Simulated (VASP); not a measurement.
# Sn8O17 (a cell with a defect) in VASP: single point with PBE

Aim: the single point of Sn8O17 (a cell with a defect) with PBE.

All numbers are computed with VASP 6.6.1; they aren't measurements. Logs are shortened: lines on timing, memory, paths and dates and some standing lists are left out, and cuts for length are marked.

### 1 The cell of the first run

The cell holds a defect, 25 atoms: a = 6.827 Å, b = 6.827 Å, c = 8.077 Å, α = 115.00°, β = 115.00°, γ = 90.00°.

### 2 Single point, PBE

INCAR

```
SYSTEM = Sn8O17
ALGO     = Normal         ! electronic algorithm
EDIFF    = 1E-6           ! SCF threshold, eV
ENCUT    = 520            ! plane-wave cutoff, eV
GGA      = PE             ! functional
ISIF     = 2              ! what is computed and relaxed
ISMEAR   = 0              ! smearing method
LASPH    = .True.         ! aspherical terms in the spheres
LCHARG   = .False.        ! write CHGCAR
LREAL    = Auto         
LWAVE    = .False.        ! write WAVECAR
NBANDS   = 125            ! bands
NELECT   = 216.0        
NELM     = 60             ! most SCF steps
PREC     = Accurate       ! precision mode
SIGMA    = 0.02           ! smearing width, eV
```

KPOINTS

```
k-points
0
Gamma
  3 3 3
  0 0 0
```

POSCAR

```
Sn8O17
1.0
   -4.8271899931      4.8271899931      0.0000000000
   -4.8271899931     -4.8271899931      0.0000000000
    4.8271899931      0.0000000000      6.4763047095
Sn O
8 17
Direct
    0.6188655316      0.1332851263      0.2458199113
    0.8804171959      0.3929634677      0.7471219922
    0.1091252339      0.6333153494      0.2458224847
    0.3791925838      0.8737833860      0.7445150175
    0.5090709118      0.4927990898     -0.0216443283
    0.7767113364      0.7739352155      0.5134005195
   -0.0060759793      1.0150648187      0.0006203754
    0.2391502247      0.2516980397      0.4911972485
    0.9246594599      0.1335205605      0.2458763040
    0.1825517048      0.3922138043      0.7452863616
    0.3793995054      0.5097712809      0.1758430903
    0.6832183997      0.8746812213      0.7464659121
    0.3127922205      0.1334091648      0.2458870768
    0.5645450630      0.3758387862      0.7254125098
    0.8079711956      0.6333048827      0.2458595542
    0.0850570830      0.8906977914      0.7663485607
    0.5121797317      0.1900054956     -0.0174585710
    0.7556066430      0.4630332748      0.4978540925
   -0.0033770634      0.7072483743      0.0012787766
    0.2189227969      0.9537803050      0.5023405008
    0.5037479404      0.8036636146     -0.0062001429
    0.7756832009      0.0767734178      0.5091865402
   -0.0374942701      0.3128612107     -0.0107431950
    0.2412863591      0.5594626110      0.4904387241
    0.4496671065      0.7573281179      0.3161159856
```

Potentials or basis: VASP PAW PBE potentials, release 64 (Sn_d, O).

Command:

```sh
$ cat potpaw_PBE.64/Sn_d/POTCAR potpaw_PBE.64/O/POTCAR > POTCAR
$ mpirun -np 1 vasp_std > vasp.out
```

OUTCAR:

```text
SYSTEM = Sn8O17
   EDIFF = 1E-6
   ENCUT = 520
   GGA = PE
   ISIF = 2
   ISMEAR = 0
   LASPH = .True.
   LREAL = Auto
   NELECT = 216.0
   NELM = 60
   PREC = Accurate

 ion  position               nearest neighbor table
   1  0.619  0.133  0.246-   9 2.09  13 2.09  22 2.14  17 2.14  21 2.15  18 2.15   2 3.25   4 3.25
                             7 3.75   8 3.75
   2  0.880  0.393  0.747-  22 2.05  10 2.07  19 2.09  14 2.09  18 2.09  23 2.10   3 3.23   1 3.25
                             5 3.65   8 3.71   6 3.72   6 3.75
   3  0.109  0.633  0.246-  15 2.06  19 2.08  24 2.08  20 2.12  23 2.12  11 2.22  25 2.22   4 3.23
                             2 3.23   6 3.62   5 3.62   7 3.74   8 3.74
   4  0.379  0.874  0.745-  17 2.05  12 2.07  24 2.09  16 2.09  21 2.09  20 2.10   3 3.23   1 3.25
                             6 3.65   7 3.71   5 3.72   5 3.75
   5  0.509  0.493  0.978-  14 2.06  15 2.07  21 2.07  17 2.08  10 2.08  11 2.09  25 2.76   8 3.16
                             6 3.47   3 3.62   2 3.65   4 3.72   4 3.75
   6  0.777  0.774  0.513-  16 2.06  15 2.07  18 2.07  22 2.08  12 2.08  25 2.09  11 2.76   7 3.16
                             5 3.47   3 3.62   4 3.65   2 3.72   2 3.75
   7  0.994  0.015  0.001-   9 2.06  12 2.07  13 2.08  16 2.08  23 2.08  19 2.10   6 3.16   8 3.18
                             4 3.71   3 3.74   1 3.75
   8  0.239  0.252  0.491-   9 2.06  10 2.07  13 2.08  14 2.08  20 2.08  24 2.10   5 3.16   7 3.18
                             2 3.71   3 3.74   1 3.75
   9  0.925  0.134  0.246-   7 2.06   8 2.06   1 2.09
  10  0.183  0.392  0.745-   2 2.07   8 2.07   5 2.08
  11  0.379  0.510  0.176-  25 1.51   5 2.09   3 2.22   6 2.76
  12  0.683  0.875  0.746-   4 2.07   7 2.07   6 2.08
  13  0.313  0.133  0.246-   7 2.08   8 2.08   1 2.09
  14  0.565  0.376  0.725-   5 2.06   8 2.08   2 2.09
  15  0.808  0.633  0.246-   3 2.06   6 2.07   5 2.07
  16  0.085  0.891  0.766-   6 2.06   7 2.08   4 2.09
  17  0.512  0.190  0.983-   4 2.05   5 2.08   1 2.14
  18  0.756  0.463  0.498-   6 2.07   2 2.09   1 2.15
  19  0.997  0.707  0.001-   3 2.08   2 2.09   7 2.10
  20  0.219  0.954  0.502-   8 2.08   4 2.10   3 2.12
  21  0.504  0.804  0.994-   5 2.07   4 2.09   1 2.15
  22  0.776  0.077  0.509-   2 2.05   6 2.08   1 2.14
  23  0.963  0.313  0.989-   7 2.08   2 2.10   3 2.12
  24  0.241  0.559  0.490-   3 2.08   4 2.09   8 2.10
  25  0.450  0.757  0.316-  11 1.51   6 2.09   3 2.22   5 2.76

  LATTYP: Found a body centered tetragonal cell.
 ALAT       =     6.8266775564
 C/A-ratio  =     1.8973518688

  Lattice vectors:

 A1 = (   0.0000000000,   4.8271899931,  -6.4763047095)
 A2 = (   0.0000000000,  -4.8271899931,  -6.4763047095)
 A3 = (  -4.8271899931,   0.0000000000,   6.4763047095)

Analysis of symmetry for initial positions (statically):
=====================================================================
 Subroutine PRICEL returns:
 Original cell was already a primitive cell.

 Routine SETGRP: Setting up the symmetry group for a
 body centered tetragonal supercell.

 Subroutine GETGRP returns: Found  1 space group operations
 (whereof  1 operations were pure point group operations)
 out of a pool of 16 trial point group operations.

The static configuration has the point symmetry C_1 .

Analysis of symmetry for dynamics (positions and initial velocities):
=====================================================================
 Subroutine PRICEL returns:
 Original cell was already a primitive cell.

 Routine SETGRP: Setting up the symmetry group for a
 body centered tetragonal supercell.

 Subroutine GETGRP returns: Found  1 space group operations
 (whereof  1 operations were pure point group operations)
 out of a pool of 16 trial point group operations.

The dynamic configuration has the point symmetry C_1 .

 Subroutine INISYM returns: Found  1 space group operations
 (whereof  1 operations are pure point group operations),
 and found     1 'primitive' translations

----------------------------------------------------------------------------------------

                                     Primitive cell

  volume of cell :     301.8186

  direct lattice vectors                    reciprocal lattice vectors
    -4.827189993  4.827189993  0.000000000    -0.103579930  0.103579930  0.077204521
    -4.827189993 -4.827189993  0.000000000    -0.103579930 -0.103579930  0.077204521
     4.827189993  0.000000000  6.476304709     0.000000000  0.000000000  0.154409041

  length of vectors
     6.826677556  6.826677556  8.077393510     0.165584243  0.165584243  0.154409041
[... 68 lines left out ...]
    -0.034526643 -0.034526643  0.025734840     0.000000000  0.333333333  0.000000000
     0.000000000  0.000000000  0.051469680     0.000000000  0.000000000  0.333333333

  Length of vectors
     0.055194748  0.055194748  0.051469680

  Shift w.r.t. Gamma in fractional coordinates (k-lattice)
     0.000000000  0.000000000  0.000000000

 Subroutine IBZKPT returns following result:
 ===========================================

 Found     14 irreducible k-points:

 Following reciprocal coordinates:
            Coordinates               Weight
  0.000000  0.000000  0.000000      1.000000
  0.333333  0.000000  0.000000      2.000000
  0.000000 -0.333333  0.333333      2.000000
 -0.333333  0.000000  0.333333      2.000000
  0.000000  0.333333  0.000000      2.000000
  0.333333  0.333333  0.000000      2.000000
  0.333333 -0.333333  0.333333      2.000000
 -0.333333 -0.333333 -0.333333      2.000000
 -0.333333  0.333333  0.333333      2.000000
 -0.333333  0.333333  0.000000      2.000000
  0.333333  0.333333 -0.333333      2.000000
  0.000000  0.000000  0.333333      2.000000
  0.333333  0.000000  0.333333      2.000000
  0.000000 -0.333333 -0.333333      2.000000
   k-points           NKPTS =     14   k-points in BZ     NKDIM =     14   number of bands    NBANDS=    125
   number of dos      NEDOS =    301   number of ions     NIONS =     25
   total plane-waves  NPLWV = 174960
   dimension x,y,z NGX =    54 NGY =   54 NGZ =   60
   dimension x,y,z NGXF=   108 NGYF=  108 NGZF=  120
   ions per type =               8  17
   NGX,Y,Z   is equivalent  to a cutoff of  13.15, 13.15, 12.35 a.u.
   NGXF,Y,Z  is equivalent  to a cutoff of  26.30, 26.30, 24.70 a.u.
 SYSTEM =  Sn8O17
   PREC   = accura    normal or accurate (medium, high low for compatibility)
   ISTART =      0    job   : 0-new  1-cont  2-samecut
   ICHARG =      2    charge: 1-file 2-atom 10-const
   ISPIN  =      1    spin polarized calculation?
   LNONCOLLINEAR =      F non collinear calculations
   LSORBIT =      F    spin-orbit coupling
   LASPH  =      T    aspherical Exc in radial PAW
   ENCUT  =  520.0 eV  38.22 Ry    6.18 a.u.  12.69 12.69 15.02*2*pi/ulx,y,z
   NELM   =     60;   NELMIN=  2; NELMDL= -5     # of ELM steps
   EDIFF  = 0.1E-05   stopping-criterion for ELM
   LREAL  =      T    real-space projection
   EDIFFG = 0.1E-04   stopping-criterion for IOM
   NSW    =      0    number of steps for IOM
   IBRION =     -1    ionic relax: 0-MD 1-quasi-New 2-CG
   NFREE  =      0    steps in history (QN), initial steepest desc. (CG)
   ISIF   =      2    stress and relaxation
   ISYM   =      2    0-nonsym 1-usesym 2-fastsym
   POTIM  = 0.5000    time-step for ionic-motion
   TEBEG  =    0.0;   TEEND  =   0.0 temperature during run
   PSTRESS=    0.0 pullay stress
   NELECT =     216.0000    total number of electrons
   NUPDOWN=      -1.0000    fix difference up-down
   EMIN   =  10.00;   EMAX   =-10.00  energy-range for DOS
   EFERMI =   0.00;   METHOD = LEGACY
   ISMEAR =     0;   SIGMA  =   0.02  broadening in eV -4-tet -1-fermi 0-gaus
   EFERMI_NEDOS =   21; number of points for ismear=-14 and -15
   IALGO  =     38    algorithm
   IMIX   =      4    mixing-type and parameters
     AMIX     =   0.40;   BMIX     =  1.00
     AMIX_MAG =   1.60;   BMIX_MAG =  1.00
  volume/ion in A,a.u.               =      12.07        81.47
  Fermi-wavevector in a.u.,A,eV,Ry     =   1.464347  2.767215 29.175146  2.144313
  Thomas-Fermi vector in A             =   2.580334
   LORBIT       =      0    0 simple, 1 ext, 2 COOP (PROOUT), +10 PAW based schemes
   GGA     = PE    functional components
   LHFCALC =     F    Hartree Fock is set to
   AEXX    =    0.0000 exact exchange contribution
   IVDW    =     0    specifies the selected vdW correction
   LEPSILON=     F    determine dielectric tensor
   LRPA    =     F    only Hartree local field effects (RPA)
 non-spin polarized calculation
 Gauss-broadening in eV      SIGMA  =   0.02
  energy-cutoff  :      520.00
  volume of cell :      301.82
 maximum number of plane-waves:      8153
 NGX is ok and might be reduce to    54
   NGX = 25   NGY = 25   NGZ = 31

 number of electron     216.0000000 magnetization

 Free energy of the ion-electron system (eV)
  ---------------------------------------------------
  ext. energy  EPLUGINS =         0.00000000
  ---------------------------------------------------
  free energy    TOTEN  =      -134.65098301 eV

  energy without entropy =     -134.65098019  energy(sigma->0) =     -134.65098160

 E-fermi :   9.3803     XC(G=0): -11.2455

 val. band max:        9.3297425827   @ k =   0.3333   0.0000   0.3333
 cond. band min:       9.4308030159   @ k =   0.0000  -0.3333  -0.3333
 fundamental gap:      0.1010604332
 Fermi energy:         9.3802727942

 k-point     1 :       0.0000    0.0000    0.0000
  band No.  band energies     occupation
      1     -15.7631      2.00000
      2     -15.1229      2.00000
      3     -14.9633      2.00000
      4     -14.9060      2.00000
      5     -14.7610      2.00000
      6     -14.7431      2.00000
[... 1711 lines left out ...]
    119      13.6252      0.00000
    120      13.8198      0.00000
 [bands above 120 left out]

------------------------ aborting loop because EDIFF is reached ----------------------------------------

  FORCE on cell =-STRESS in cart. coord.  units (eV):
  Direction    XX          YY          ZZ          XY          YZ          ZX
  --------------------------------------------------------------------------------------
  -------------------------------------------------------------------------------------
  Total       47.5884631     47.5977712     55.7788472     -4.7615822     -2.2148025     -2.2182928
  in kB      252.6191137    252.6685247    296.0970375    -25.2764348    -11.7570815    -11.7756095
  external PRESSURE =     267.1282253 kB  Pullay stress =       0.0000000 kB

 VOLUME and BASIS-vectors are now :
 -----------------------------------------------------------------------------
  energy-cutoff  :      520.00
  volume of cell :      301.82
      direct lattice vectors                 reciprocal lattice vectors
    -4.827189993  4.827189993  0.000000000    -0.103579930  0.103579930  0.077204521
    -4.827189993 -4.827189993  0.000000000    -0.103579930 -0.103579930  0.077204521
     4.827189993  0.000000000  6.476304709     0.000000000  0.000000000  0.154409041

 POSITION                                       TOTAL-FORCE (eV/Angst)
 -----------------------------------------------------------------------------------
     -2.44415      2.34399      1.59200         0.007324     -0.000837      0.004399
     -2.54035      2.35303      4.83859        -0.007357     -0.000554      0.014578
     -2.39727     -2.53037      1.59202         0.006392     -0.006819      0.000027
     -2.45444     -2.38748      4.82171         0.008963      0.010188     -0.005157
     -0.11351      0.07855      6.33613        -0.004865      0.001022      0.006495
     -5.00698      0.01340      3.32494        -0.000378      0.002929     -0.005424
[... 17 lines left out ...]
     -1.49793     -1.53590      3.17623        -0.001570      0.003855     -0.001485
     -4.30044     -1.48514      2.04726        -0.104538     -0.130948      0.090281
 -----------------------------------------------------------------------------------
    total drift:                               -0.005255      0.012359      0.004829

  FREE ENERGIE OF THE ION-ELECTRON SYSTEM (eV)
  ---------------------------------------------------
  free  energy   TOTEN  =      -134.6509830099 eV

  energy  without entropy=     -134.6509801854  energy(sigma->0) =     -134.65098160
```

It took 23 min on 1 thread of Intel Xeon Platinum 8259CL at 2.50GHz (Skylake/Cascade Lake), shared host; peak memory 0.61 GiB.

Results:

| Quantity | Value |
| --- | --- |
| Free energy | -134.6510 eV |
| Largest force | 0.195 eV/Å |

Forces in eV/Å, atoms in the order of the input:
```
Sn   0.007 -0.001  0.004
Sn  -0.007 -0.001  0.015
Sn   0.006 -0.007  0.000
Sn   0.009  0.010 -0.005
Sn  -0.005  0.001  0.006
Sn   0.000  0.003 -0.005
Sn  -0.010  0.000 -0.023
Sn  -0.011  0.008  0.010
O    0.023 -0.021  0.001
O    0.016 -0.019  0.003
O    0.133  0.107 -0.095
O    0.020 -0.013 -0.002
O   -0.021  0.024  0.002
O   -0.016  0.015 -0.010
O   -0.011  0.008  0.000
O   -0.024  0.017  0.010
O   -0.010 -0.003  0.018
O   -0.001 -0.003 -0.014
O   -0.004 -0.003  0.002
O    0.008 -0.003 -0.003
O    0.001  0.001  0.014
O    0.004  0.012 -0.020
O   -0.001 -0.007  0.002
O   -0.002  0.004 -0.001
O   -0.105 -0.131  0.090
```

Caveat: the cell carries a net charge on a neutralising background, which shifts energy and pressure; the cell is charged against a uniform background, so pressure and absolute levels hang on convention; spin-orbit coupling is left out, which moves the levels of the heavy elements.
